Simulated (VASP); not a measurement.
**Au: single point with LDA**

Au:

```
Au
1.0
     2.90000    0.00000    0.00000
    -1.45000    2.51147    0.00000
     0.00000    0.00000    4.88000
Au
2
Direct
  0.66667 0.33333 0.25000
  0.33333 0.66667 0.75000
```

- Program: VASP 6.6.1
- Task: single point
- Functional: LDA
- Potentials or basis: VASP PAW LDA potentials, release 64 (Au)
- Cutoff: 520 eV
- k mesh: 11 × 11 × 6
- Occupations: fermi-dirac, width 0.05 eV
- Spin: no spin polarisation
- Dipole correction: no
- Further INCAR settings: ALGO = Normal; EDIFF = 1e-06; NBANDS = 18

```yaml
Pressure: -10.4 GPa
Band_gap_on_the_k_mesh: zero (band 11 reaches 12.18 eV, above the bottom of band 12 at 6.01 eV)
```

Stress tensor (GPa, compression positive):
```
-10.33   0.00   0.00
  0.00 -10.33   0.00
  0.00   0.00 -10.55
```

Levels at points of the mesh, in eV from the Fermi level:
```tsv
k point	band 7	band 8	band 9	band 10	band 11	band 12	band 13	band 14	band 15	band 16
(0.00, 0.00, 0.00)	-4.05	-3.38	-3.38	-2.10	-2.10	-0.96	2.48	14.65	15.64	16.73
(0.00, 0.00, 0.50)	-4.37	-4.37	-2.53	-2.53	-2.53	-2.53	10.32	10.32	14.91	14.91
```

Run time: 26 s on 1 thread of AMD EPYC 7R43 64-Core Processor (Zen 3), with other jobs on the host, peak memory 0.12 GiB.

Caveat: spin-orbit coupling is left out, which moves the levels of the heavy elements.
